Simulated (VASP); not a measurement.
The system is FeS2.

```xyz
6
Lattice="4.4256 0.0000 0.0000 0.0000 5.3965 0.0000 0.0000 0.0000 3.3777" Properties=species:S:1:pos:R:3 pbc="T T T"
Fe    2.2128    2.6983    1.6888
Fe    0.0000    0.0000    0.0000
S     1.3259    4.7391    1.6888
S     3.0997    0.6574    1.6888
S     0.8869    2.0409    0.0000
S     3.5387    3.3556    0.0000
```

```yaml
Program: VASP 6.6.1
Task: relaxation of cell and atoms
Functional: PBE
Potentials_or_basis: VASP PAW PBE potentials, release 64 (Fe, S)
Cutoff: 600 eV
k_mesh: 6 × 4 × 8
Occupations: fermi-dirac, width 0.02 eV
Spin: no spin polarisation
```

At the start: pressure 1.3 GPa; volume 13.44 Å³/atom.

Q: Where does the relaxation end?

A: Over 8 steps the energy falls by 2.8 meV/atom and the volume is 13.57 Å³/atom (+0.9 %); space group Pnnm (No. 58, to 0.1 Å) before and after.

The path:
```csv
step,energy change (eV),largest force (eV/Å),pressure (GPa),volume (Å³)
1,0.0000,0.2947,1.30,80.67
2,-0.0124,0.1168,-1.04,81.95
3,-0.0124,0.1289,-0.87,81.85
4,-0.0166,0.0161,0.10,81.38
5,-0.0166,0.0155,0.11,81.37
6,-0.0168,0.0018,-0.03,81.44
7,-0.0168,0.0022,-0.03,81.45
8,-0.0168,0.0015,0.01,81.42
```

Final structure:
```
CELL_PARAMETERS angstrom
4.43735 0.00000 0.00000
0.00000 5.41164 0.00000
0.00000 0.00000 3.39060
ATOMIC_POSITIONS crystal
Fe 0.50000 0.50000 0.50000
Fe 0.00000 0.00000 0.00000
S 0.29482 0.87579 0.50000
S 0.70518 0.12421 0.50000
S 0.20518 0.37579 0.00000
S 0.79482 0.62421 0.00000
```
